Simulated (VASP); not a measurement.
# NaH (Fm-3m) in VASP: a series of runs, part 2 of 2

VASP 6.6.1. Earlier steps stand in the parts before.

### 4 Relaxation of cell and atoms, RPBE

The input, INCAR:

```
PREC     = Accurate       # precision mode
ENCUT    = 600            # plane-wave cutoff, eV
EDIFF    = 1E-7           # SCF threshold, eV
ISMEAR   = -1             # smearing method
SIGMA    = 0.01           # smearing width, eV
LREAL    = F              # projectors in reciprocal space
LASPH    = T              # aspherical terms in the spheres
NELM     = 80             # most SCF steps
ALGO     = Normal         # electronic algorithm
ISIF     = 3              # what is computed and relaxed
LWAVE    = F              # write WAVECAR
LCHARG   = F              # write CHGCAR
GGA      = RP             # functional
IBRION   = 2              # ionic algorithm
NSW      = 80             # ionic steps
EDIFFG   = -0.005         # ionic threshold
```

The input, KPOINTS:

```
Automatic mesh
0
Gamma
  8 8 8
```

The input, POSCAR:

```
NaH
1.0
    0.0000000000      2.4400000000      2.4400000000
    2.4400000000      0.0000000000      2.4400000000
    2.4400000000      2.4400000000      0.0000000000
Na H
1 1
Direct
    0.0000000000      0.0000000000      0.0000000000
    0.5000000000      0.5000000000      0.5000000000
```

Potentials or basis: VASP PAW PBE potentials, release 64 (Na_pv, H).

Launch:

```console
$ cat potpaw_PBE.64/Na_pv/POTCAR potpaw_PBE.64/H/POTCAR > POTCAR
$ mpirun -np 1 vasp_std > vasp.out
```

OUTCAR:

```text
PREC = Accurate
   ENCUT = 600
   EDIFF = 1E-7
   ISMEAR = -1
   LREAL = F
   LASPH = T
   NELM = 80
   ISIF = 3
   GGA = RP
   IBRION = 2
   NSW = 80
   EDIFFG = -0.005

 ion  position               nearest neighbor table
   1  0.000  0.000  0.000-
   2  0.500  0.500  0.500-

  LATTYP: Found a face centered cubic cell.
 ALAT       =     4.8800000000

  Lattice vectors:

 A1 = (   0.0000000000,   2.4400000000,   2.4400000000)
 A2 = (   2.4400000000,   0.0000000000,   2.4400000000)
 A3 = (   2.4400000000,   2.4400000000,   0.0000000000)

Analysis of symmetry for initial positions (statically):
=====================================================================
 Subroutine PRICEL returns:
 Original cell was already a primitive cell.

 Routine SETGRP: Setting up the symmetry group for a
 face centered cubic supercell.

 Subroutine GETGRP returns: Found 48 space group operations
 (whereof 48 operations were pure point group operations)
 out of a pool of 48 trial point group operations.

The static configuration has the point symmetry O_h .

Analysis of symmetry for dynamics (positions and initial velocities):
=====================================================================
 Subroutine PRICEL returns:
 Original cell was already a primitive cell.

 Routine SETGRP: Setting up the symmetry group for a
 face centered cubic supercell.

 Subroutine GETGRP returns: Found 48 space group operations
 (whereof 48 operations were pure point group operations)
 out of a pool of 48 trial point group operations.

The dynamic configuration has the point symmetry O_h .

 Subroutine INISYM returns: Found 48 space group operations
 (whereof 48 operations are pure point group operations),
 and found     1 'primitive' translations

----------------------------------------------------------------------------------------

                                     Primitive cell

  volume of cell :      29.0536

  direct lattice vectors                    reciprocal lattice vectors
     0.000000000  2.440000000  2.440000000    -0.204918033  0.204918033  0.204918033
     2.440000000  0.000000000  2.440000000     0.204918033 -0.204918033  0.204918033
     2.440000000  2.440000000  0.000000000     0.204918033  0.204918033 -0.204918033

  length of vectors
     3.450681092  3.450681092  3.450681092     0.354928444  0.354928444  0.354928444

  position of ions in fractional coordinates (direct lattice)
     0.000000000  0.000000000  0.000000000
     0.500000000  0.500000000  0.500000000

  ion indices of the primitive-cell ions
   primitive index   ion index
                 1           1
                 2           2

----------------------------------------------------------------------------------------

 KPOINTS: Automatic mesh

Automatic generation of k-mesh.
 Grid dimensions read from file:
 generate k-points for:    8    8    8

 Generating k-lattice:

  Cartesian coordinates                     Fractional coordinates (reciprocal lattice)
    -0.025614754  0.025614754  0.025614754     0.125000000  0.000000000  0.000000000
     0.025614754 -0.025614754  0.025614754     0.000000000  0.125000000  0.000000000
     0.025614754  0.025614754 -0.025614754     0.000000000  0.000000000  0.125000000

[... 38 lines left out ...]
   k-points           NKPTS =     29   k-points in BZ     NKDIM =     29   number of bands    NBANDS=      8
   number of dos      NEDOS =    301   number of ions     NIONS =      2
   total plane-waves  NPLWV =  21952
   dimension x,y,z NGX =    28 NGY =   28 NGZ =   28
   dimension x,y,z NGXF=    56 NGYF=   56 NGZF=   56
   ions per type =               1   1
   NGX,Y,Z   is equivalent  to a cutoff of  13.49, 13.49, 13.49 a.u.
   NGXF,Y,Z  is equivalent  to a cutoff of  26.98, 26.98, 26.98 a.u.
 SYSTEM =  unknown system
   PREC   = accura    normal or accurate (medium, high low for compatibility)
   ISTART =      0    job   : 0-new  1-cont  2-samecut
   ICHARG =      2    charge: 1-file 2-atom 10-const
   ISPIN  =      1    spin polarized calculation?
   LNONCOLLINEAR =      F non collinear calculations
   LSORBIT =      F    spin-orbit coupling
   LASPH  =      T    aspherical Exc in radial PAW
   ENCUT  =  600.0 eV  44.10 Ry    6.64 a.u.   6.89  6.89  6.89*2*pi/ulx,y,z
   NELM   =     80;   NELMIN=  2; NELMDL= -5     # of ELM steps
   EDIFF  = 0.1E-06   stopping-criterion for ELM
   LREAL  =      F    real-space projection
   EDIFFG = -.5E-02   stopping-criterion for IOM
   NSW    =     80    number of steps for IOM
   IBRION =      2    ionic relax: 0-MD 1-quasi-New 2-CG
   NFREE  =      1    steps in history (QN), initial steepest desc. (CG)
   ISIF   =      3    stress and relaxation
   ISYM   =      2    0-nonsym 1-usesym 2-fastsym
   POTIM  = 0.5000    time-step for ionic-motion
   TEBEG  =    0.0;   TEEND  =   0.0 temperature during run
   PSTRESS=    0.0 pullay stress
   NELECT =       8.0000    total number of electrons
   NUPDOWN=      -1.0000    fix difference up-down
   EMIN   =  10.00;   EMAX   =-10.00  energy-range for DOS
   EFERMI =   0.00;   METHOD = LEGACY
   ISMEAR =    -1;   SIGMA  =   0.01  broadening in eV -4-tet -1-fermi 0-gaus
   EFERMI_NEDOS =   21; number of points for ismear=-14 and -15
   IALGO  =     38    algorithm
   IMIX   =      4    mixing-type and parameters
     AMIX     =   0.40;   BMIX     =  1.00
     AMIX_MAG =   1.60;   BMIX_MAG =  1.00
  volume/ion in A,a.u.               =      14.53        98.03
  Fermi-wavevector in a.u.,A,eV,Ry     =   1.065054  2.012660 15.433636  1.134340
  Thomas-Fermi vector in A             =   2.200593
   LORBIT       =      0    0 simple, 1 ext, 2 COOP (PROOUT), +10 PAW based schemes
   GGA     = RP    functional components
   LHFCALC =     F    Hartree Fock is set to
   AEXX    =    0.0000 exact exchange contribution
   IVDW    =     0    specifies the selected vdW correction
   LEPSILON=     F    determine dielectric tensor
   LRPA    =     F    only Hartree local field effects (RPA)
 conjugate gradient relaxation of ions
 non-spin polarized calculation
  energy-cutoff  :      600.00
  volume of cell :       29.05
 maximum number of plane-waves:       982
   NGX = 13   NGY = 13   NGZ = 13

--------------------------------------- Ionic step        1  -------------------------------------------

 number of electron       8.0000008 magnetization

 Free energy of the ion-electron system (eV)
  ---------------------------------------------------
  ext. energy  EPLUGINS =         0.00000000
  ---------------------------------------------------
  free energy    TOTEN  =        -4.98472354 eV

  energy without entropy =       -4.98472354  energy(sigma->0) =       -4.98472354

------------------------ aborting loop because EDIFF is reached ----------------------------------------

  FORCE on cell =-STRESS in cart. coord.  units (eV):
  Direction    XX          YY          ZZ          XY          YZ          ZX
  --------------------------------------------------------------------------------------
  -------------------------------------------------------------------------------------
  Total        0.1185199      0.1185199      0.1185199      0.0000000     -0.0000000      0.0000000
  in kB        6.5358529      6.5358529      6.5358529      0.0000000     -0.0000000      0.0000000
  external PRESSURE =       6.5358529 kB  Pullay stress =       0.0000000 kB
[... 59 lines left out ...]
--------------------------------------- Ionic step        3  -------------------------------------------

 number of electron       8.0000007 magnetization

 Free energy of the ion-electron system (eV)
  ---------------------------------------------------
  ext. energy  EPLUGINS =         0.00000000
  ---------------------------------------------------
  free energy    TOTEN  =        -4.98644601 eV

  energy without entropy =       -4.98644601  energy(sigma->0) =       -4.98644601

 E-fermi :  -0.9828     XC(G=0):  -7.3254

 val. band max:       -1.1992716712   @ k =  -0.2500   0.5000   0.2500
 cond. band min:       2.6791236602   @ k =   0.5000   0.0000   0.0000
 fundamental gap:      3.8783953313
 Fermi energy:        -0.9828441700

 k-point     1 :       0.0000    0.0000    0.0000
  band No.  band energies     occupation
      1     -23.3885      2.00000
      2     -23.3885      2.00000
      3     -23.3885      2.00000
      4      -4.5575      2.00000
      5       8.8214      0.00000
      6      14.2042      0.00000
      7      14.2042      0.00000
      8      14.2042      0.00000
[... 243 lines left out ...]
 k-point    24 :      -0.3750    0.2500    0.1250
  band No.  band energies     occupation
      1     -23.4518      2.00000
      2     -23.4162      2.00000
      3     -23.4037      2.00000
      4      -1.6443      2.00000
      5       3.4334      0.00000
      6       6.5759      0.00000
      7       9.6482      0.00000
      8      13.3803      0.00000

 [... further k-points ...]
[... 5 lines left out ...]
  --------------------------------------------------------------------------------------
  -------------------------------------------------------------------------------------
  Total        0.0030462      0.0030462      0.0030462      0.0000000     -0.0000000      0.0000000
  in kB        0.1633451      0.1633451      0.1633451      0.0000000     -0.0000000      0.0000000
  external PRESSURE =       0.1633451 kB  Pullay stress =       0.0000000 kB
[... 17 lines left out ...]
  FREE ENERGIE OF THE ION-ELECTRON SYSTEM (eV)
  ---------------------------------------------------
  free  energy   TOTEN  =        -4.9864460121 eV

  energy  without entropy=       -4.9864460121  energy(sigma->0) =       -4.98644601

 reached required accuracy - stopping structural energy minimisation
```

Wall time 34 s (1 thread of AMD EPYC 7R43 (Zen 3), shared host); peak memory 0.11 GiB.

Results:

* Free energy: -4.9864 eV
* Relaxed volume: 14.94 Å³/atom
* Relaxed cell: a = 3.483 Å, b = 3.483 Å, c = 3.483 Å, α = 60.00°, β = 60.00°, γ = 60.00°
* Space group after relaxing (to 0.05 Å): Fm-3m (No. 225)
* Energy gained by relaxing: 0.9 meV/atom
* Ionic steps: 3
* Pressure after relaxing: 0.0 GPa
* Band gap on the k mesh: 3.88 eV, indirect (least direct gap 4.67 eV)

The path:
```csv
step,energy change (eV),largest force (eV/Å),pressure (GPa),volume (Å³)
1,0.0000,0.0000,0.65,29.05
2,-0.0009,0.0000,0.45,29.30
3,-0.0017,0.0000,0.02,29.88
```

Final structure:
```xyz
2
Lattice="0.0000 2.4629 2.4629 2.4629 0.0000 2.4629 2.4629 2.4629 0.0000" Properties=species:S:1:pos:R:3 pbc="T T T"
Na    0.0000    0.0000    0.0000
H     2.4629    2.4629    2.4629
```

Caveat: the PAW data sets were made with another functional, which shifts forces and pressure a little. A k mesh can miss the band edges.

### 5 Relaxation of cell and atoms, r2SCAN+rVV10

POSCAR is that of step 4.

The input, INCAR.step1:

```
SYSTEM = NaH
  ALGO = Normal
  EDIFF = 1E-4
  ENCUT = 600
  GGA = PE
  ISMEAR = -1
  LASPH = .TRUE.
  LCHARG = .FALSE.
  LREAL = .FALSE.
  LWAVE = .TRUE.
  NELM = 60
  PREC = Accurate
  SIGMA = 0.01
```

The input, INCAR.step2:

```
SYSTEM = NaH
  ALGO = Normal
  BPARAM = 11.95
  CPARAM = 0.0093
  EDIFF = 1E-6
  EDIFFG = -0.005
  ENCUT = 600
  IBRION = 2
  ISIF = 3
  ISMEAR = -1
  ISTART = 1
  IVDW_NL = 2
  LASPH = .TRUE.
  LCHARG = .FALSE.
  LMIXTAU = .TRUE.
  LREAL = .FALSE.
  LUSE_VDW = .TRUE.
  LWAVE = .FALSE.
  METAGGA = R2SCAN
  NELM = 60
  NSW = 80
  PREC = Accurate
  SIGMA = 0.01
```

The input, KPOINTS:

```
k-points
0
G
  8 8 8
  0 0 0
```

Launch:

```console
$ cat potpaw_PBE.64/Na_pv/POTCAR potpaw_PBE.64/H/POTCAR > POTCAR
$ cp INCAR.step1 INCAR
$ mpirun -np 1 vasp_std > vasp.out
$ cp INCAR.step2 INCAR
$ mpirun -np 1 vasp_std > vasp.out
```

Wall time 11 min (1 thread of AMD EPYC 7R43 (Zen 3), shared host); peak memory 0.22 GiB.

It converged, with:

```
Free energy                            : -7.3108 eV
Relaxed volume                         : 13.49 Å³/atom
Relaxed cell                           : a = 3.367 Å, b = 3.367 Å, c = 3.367 Å, α = 60.00°, β = 60.00°, γ = 60.00°
Space group after relaxing (to 0.05 Å) : Fm-3m (No. 225)
Energy gained by relaxing              : 6.0 meV/atom
Ionic steps                            : 6
Pressure after relaxing                : 0.0 GPa
Band gap on the k mesh                 : 4.40 eV, indirect (least direct gap 5.26 eV)
```

Step by step:
```tsv
step	energy change (eV)	largest force (eV/Å)	pressure (GPa)	volume (Å³)
1	0.0000	0.0000	-1.56	29.05
2	-0.0052	0.0000	-1.10	28.46
3	-0.0082	0.0000	-0.84	28.03
4	-0.0118	0.0000	-0.22	27.16
5	-0.0121	0.0000	0.14	26.88
6	-0.0120	0.0000	-0.01	26.99
```

Final structure:
```cif
data_structure
_symmetry_space_group_name_H-M 'P 1'
_symmetry_Int_Tables_number 1
_cell_length_a 3.3668
_cell_length_b 3.3668
_cell_length_c 3.3668
_cell_angle_alpha 60.000
_cell_angle_beta 60.000
_cell_angle_gamma 60.000
_cell_volume 26.99
loop_
_atom_site_label
_atom_site_type_symbol
_atom_site_fract_x
_atom_site_fract_y
_atom_site_fract_z
_atom_site_occupancy
Na1 Na 0.00000 0.00000 0.00000 1
H1 H 0.50000 0.50000 0.50000 1
```

Levels at points of the mesh, in eV from the valence-band top:
```tsv
k point	band 1	band 2	band 3	band 4	band 5	band 6	band 7	band 8
(0.00, 0.00, 0.00)	-22.78	-22.78	-22.78	-3.70	11.83	16.64	16.64	16.64
(0.50, 0.00, 0.00)	-22.88	-22.79	-22.79	-0.86	4.40	11.96	14.17	14.17
(0.50, 0.50, 0.00)	-22.87	-22.81	-22.81	-0.18	5.24	10.81	11.64	11.64
```

Caveat: the PAW data sets were made with another functional, which shifts forces and pressure a little.

### 6 Summary

| level | gap on the mesh (eV) | pressure (GPa) | relaxed volume (Å³/atom) |
| --- | --- | --- | --- |
| PBE | 3.76 | 0.0 | 14.11 |
| PBEsol | 3.60 | 0.0 | 13.76 |
| RPBE | 3.88 | 0.0 | 14.94 |
| r2SCAN+rVV10 | 4.40 | 0.0 | 13.49 |

Alike in all rows: task relaxation of cell and atoms; potentials or basis VASP PAW PBE potentials, release 64 (Na_pv, H); no spin polarisation; cell relaxed; k mesh 8 × 8 × 8; cutoff (eV) 600; smearing fermi-dirac 0.01 eV.

Caveats: the PAW data sets were made with another functional, which shifts forces and pressure a little (some runs).

Total energies depend on the potentials used, so only differences within one code and one set of settings carry meaning.
